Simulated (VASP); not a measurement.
A run of VASP 6.6.1 is set up as follows.

Contents of INCAR:

```
  PREC = Accurate
  ENCUT = 520
  EDIFF = 1E-7
  ISMEAR = 0
  SIGMA = 0.1
  LREAL = False
  LASPH = True
  NELM = 60
  ALGO = Normal
  ISIF = 2
  LWAVE = False
  LCHARG = False
  GGA = PE
  NBANDS = 47
```

Contents of KPOINTS:

```
Automatic mesh
0
Gamma
  8 8 8
```

The input POSCAR:

```
Cd2InGaO4
1.0
    4.1929076405      0.0000000000      0.0000000000
    0.0000000000      4.1929076405      0.0000000000
    0.0000000000      0.0000000000      6.3688410574
Cd In Ga O
2 1 1 4
Direct
    0.5000000000      0.5000000000      0.2577117433
    0.5000000000      0.5000000000      0.7422882567
    0.0000000000      0.0000000000      0.0000000000
    0.0000000000      0.0000000000      0.5000000000
    0.5000000000      0.0000000000      0.0000000000
    0.0000000000      0.5000000000      0.0000000000
    0.5000000000      0.0000000000      0.5000000000
    0.0000000000      0.5000000000      0.5000000000
```

Potentials or basis: VASP PAW PBE potentials, release 64 (Cd, In_d, Ga_d, O).

Run with:

```sh
$ cat potpaw_PBE.64/Cd/POTCAR potpaw_PBE.64/In_d/POTCAR potpaw_PBE.64/Ga_d/POTCAR potpaw_PBE.64/O/POTCAR > POTCAR
$ mpirun -np 1 vasp_std > vasp.out
```

(1) Estimate the band gap on the k mesh.

(2) Predict the pressure.

## Answers

(1) zero (bands 37 and 38 overlap by 2.22 eV).

(2) 0.6 GPa.

Caveat: spin-orbit coupling is left out, which moves the levels of the heavy elements.
